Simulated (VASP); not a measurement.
# Si in VASP: notebook, part 2 of 2

VASP 6.6.1. The steps go on from the part before.

## Step 4: Single point, PBE

INCAR reads:

```
SYSTEM = Si
PREC     = Accurate       ! precision mode
ENCUT    = 520            ! plane-wave cutoff, eV
EDIFF    = 1E-6           ! SCF threshold, eV
ISMEAR   = 0              ! smearing method
SIGMA    = 0.15           ! smearing width, eV
LREAL    = .FALSE.        ! projectors in reciprocal space
LASPH    = .TRUE.         ! aspherical terms in the spheres
NELM     = 80             ! most SCF steps
ALGO     = Normal         ! electronic algorithm
ISIF     = 2              ! what is computed and relaxed
LWAVE    = .FALSE.        ! write WAVECAR
LCHARG   = .FALSE.        ! write CHGCAR
GGA      = PE             ! functional
NBANDS   = 8              ! bands
```

KPOINTS reads:

```
regular mesh
0
G
  16 16 14
  0 0 0
```

POSCAR reads:

```
Si
1.0
    2.5270000000     -0.0126350000     -0.0126350000
   -1.2744422300      2.1947635000     -0.0046247300
   -0.0118650000     -0.0118650000      2.3730000000
Si
1
Direct
    0.0000000000      0.0000000000      0.0000000000
```

Potentials or basis: VASP PAW PBE potentials, release 64 (Si).

Launch:

```sh
cat potpaw_PBE.64/Si/POTCAR > POTCAR
mpirun -np 1 vasp_std > vasp.out
```

OUTCAR:

```text
SYSTEM = Si
   PREC = Accurate
   ENCUT = 520
   EDIFF = 1E-6
   ISMEAR = 0
   LREAL = .FALSE.
   LASPH = .TRUE.
   NELM = 80
   ISIF = 2
   GGA = PE

 ion  position               nearest neighbor table
   1  0.000  0.000  0.000-

  LATTYP: Found a triclinic cell.
 ALAT       =     2.5379541380
 B/A-ratio  =     1.7246180123
 C/A-ratio  =     1.3726933319
 COS(alpha) =     0.0004409258
 COS(beta)  =     0.3648907488
 COS(gamma) =     0.8672748553

  Lattice vectors:

 A1 = (   1.2744422300,  -2.1947635000,   0.0046247300)
 A2 = (   0.0218844600,  -4.3768920000,   0.0218844600)
 A3 = (   2.5388650000,  -0.0007700000,  -2.3856350000)

Analysis of symmetry for initial positions (statically):
=====================================================================
 Subroutine PRICEL returns:
 Original cell was already a primitive cell.

 Routine SETGRP: Setting up the symmetry group for a
 triclinic supercell.

 Subroutine GETGRP returns: Found  2 space group operations
 (whereof  2 operations were pure point group operations)
 out of a pool of  2 trial point group operations.

The static configuration has the point symmetry S_2 .

Analysis of symmetry for dynamics (positions and initial velocities):
=====================================================================
 Subroutine PRICEL returns:
 Original cell was already a primitive cell.

 Routine SETGRP: Setting up the symmetry group for a
 triclinic supercell.

 Subroutine GETGRP returns: Found  2 space group operations
 (whereof  2 operations were pure point group operations)
 out of a pool of  2 trial point group operations.

The dynamic configuration has the point symmetry S_2 .

 Subroutine INISYM returns: Found  2 space group operations
 (whereof  2 operations are pure point group operations),
 and found     1 'primitive' translations

[... 108 lines left out ...]
   EFERMI_NEDOS =   21; number of points for ismear=-14 and -15
   IALGO  =     38    algorithm
   IMIX   =      4    mixing-type and parameters
     AMIX     =   0.40;   BMIX     =  1.00
     AMIX_MAG =   1.60;   BMIX_MAG =  1.00
  volume/ion in A,a.u.               =      13.12        88.55
  Fermi-wavevector in a.u.,A,eV,Ry     =   1.101775  2.082052 16.516213  1.213907
  Thomas-Fermi vector in A             =   2.238207
   LORBIT       =      0    0 simple, 1 ext, 2 COOP (PROOUT), +10 PAW based schemes
   GGA     = PE    functional components
   LHFCALC =     F    Hartree Fock is set to
   AEXX    =    0.0000 exact exchange contribution
   IVDW    =     0    specifies the selected vdW correction
   LEPSILON=     F    determine dielectric tensor
   LRPA    =     F    only Hartree local field effects (RPA)
 non-spin polarized calculation
 Gauss-broadening in eV      SIGMA  =   0.15
  energy-cutoff  :      520.00
  volume of cell :       13.12
 maximum number of plane-waves:       367
   NGX =  9   NGY =  9   NGZ =  9

 number of electron       4.0000000 magnetization

 Free energy of the ion-electron system (eV)
  ---------------------------------------------------
  ext. energy  EPLUGINS =         0.00000000
  ---------------------------------------------------
  free energy    TOTEN  =        -5.00414842 eV

  energy without entropy =       -4.99988153  energy(sigma->0) =       -5.00201497

 E-fermi :  11.2234     XC(G=0): -11.5265

 val. band max:       11.2211796031   @ k =  -0.1250  -0.3750   0.4286
 cond. band min:      11.2275142223   @ k =   0.1250   0.4375   0.4286
 fundamental gap:      0.0063346192
 Fermi energy:        11.2233934258

 k-point     1 :       0.0000    0.0000    0.0000
  band No.  band energies     occupation
      1      -3.9703      2.00000
      2      18.8025      0.00000
      3      20.1049      0.00000
      4      22.6759      0.00000
      5      22.9269      0.00000
      6      23.7276      0.00000
      7      24.1016      0.00000
      8      29.5394      0.00000
[... 243 lines left out ...]
 k-point    24 :      -0.1250    0.0625    0.0000
  band No.  band energies     occupation
      1      -3.6156      2.00000
      2      17.6875      0.00000
      3      19.7123      0.00000
      4      20.3986      0.00000
      5      21.4228      0.00000
      6      24.6988      0.00000
      7      26.1674      0.00000
      8      32.7777      0.00000

 [... further k-points ...]
[... 5 lines left out ...]
  --------------------------------------------------------------------------------------
  -------------------------------------------------------------------------------------
  Total        1.7111729      1.7219688      1.6462211      0.0107091      0.0864767      0.0863939
  in kB      208.9288182    210.2469556    200.9984114      1.3075493     10.5585275     10.5484182
  external PRESSURE =     206.7247284 kB  Pullay stress =       0.0000000 kB

 VOLUME and BASIS-vectors are now :
 -----------------------------------------------------------------------------
  energy-cutoff  :      520.00
  volume of cell :       13.12
      direct lattice vectors                 reciprocal lattice vectors
     2.527000000 -0.012635000 -0.012635000     0.396894206  0.230472779  0.003136835
    -1.274442230  2.194763500 -0.004624730     0.002296323  0.456968211  0.002296323
    -0.011865000 -0.011865000  2.373000000     0.002117732  0.002117732  0.421428678

 POSITION                                       TOTAL-FORCE (eV/Angst)
 -----------------------------------------------------------------------------------
      0.00000      0.00000      0.00000        -0.000000      0.000000      0.000000
 -----------------------------------------------------------------------------------
    total drift:                                0.000000      0.000000      0.000000

  FREE ENERGIE OF THE ION-ELECTRON SYSTEM (eV)
  ---------------------------------------------------
  free  energy   TOTEN  =        -5.0041484195 eV

  energy  without entropy=       -4.9998815266  energy(sigma->0) =       -5.00201497
```

It took 70 s on 1 thread of Intel Xeon Platinum 8488C (Sapphire Rapids), shared host; peak memory 0.25 GiB.

What came out:

- Free energy: -5.0041 eV
- Pressure: 20.7 GPa
- Band gap on the k mesh: zero (bands 2 and 3 overlap by 12.13 eV)

Levels at points of the mesh, in eV from the Fermi level:
```csv
k point,band 1,band 2,band 3,band 4,band 5,band 6,band 7
"(0.00, 0.00, 0.00)",-15.19,7.58,8.88,11.45,11.70,12.50,12.88
"(0.50, 0.00, 0.00)",-7.88,-7.54,5.47,6.45,14.56,15.89,18.55
"(0.00, 0.50, 0.00)",-7.97,-7.57,5.67,6.57,14.50,15.89,18.48
"(0.50, 0.50, 0.00)",-8.06,-7.60,5.86,6.69,14.44,15.88,18.42
"(0.00, 0.00, 0.50)",-9.68,-8.03,15.54,15.74,15.90,15.98,17.24
"(0.50, 0.00, 0.50)",-3.21,-2.24,-1.41,1.00,9.71,12.66,13.48
"(0.00, 0.50, 0.50)",-3.22,-2.32,-1.51,0.96,9.91,12.79,13.66
"(0.50, 0.50, 0.50)",-3.24,-2.41,-1.61,0.92,10.10,12.92,13.84
```

Caveat: the cell stands under pressure.

## Step 5: Overview

| cell | gap on the mesh (eV) | pressure (GPa) |
| --- | --- | --- |
| a = 2.527, b = 2.527, c = 2.373 Å, angles 90.0, 90.0, 120.0°, 1 atom | none | 20.6 |
| a = 2.527, b = 2.549, c = 2.373 Å, angles 90.4, 91.1, 120.9°, 1 atom | none | 20.7 |
| a = 2.527, b = 2.538, c = 2.373 Å, angles 90.2, 90.6, 120.4°, 1 atom | none | 20.7 |

Alike in all rows: task single point; level PBE; potentials or basis VASP PAW PBE potentials, release 64 (Si); no spin polarisation; k mesh 16 × 16 × 14; cutoff (eV) 520; smearing gaussian 0.15 eV.

Caveats: the cell stands under pressure.

Absolute energies hang on the potentials; compare differences alone.

The gap in the log of VASP goes by the Fermi energy; the results here count the filled bands.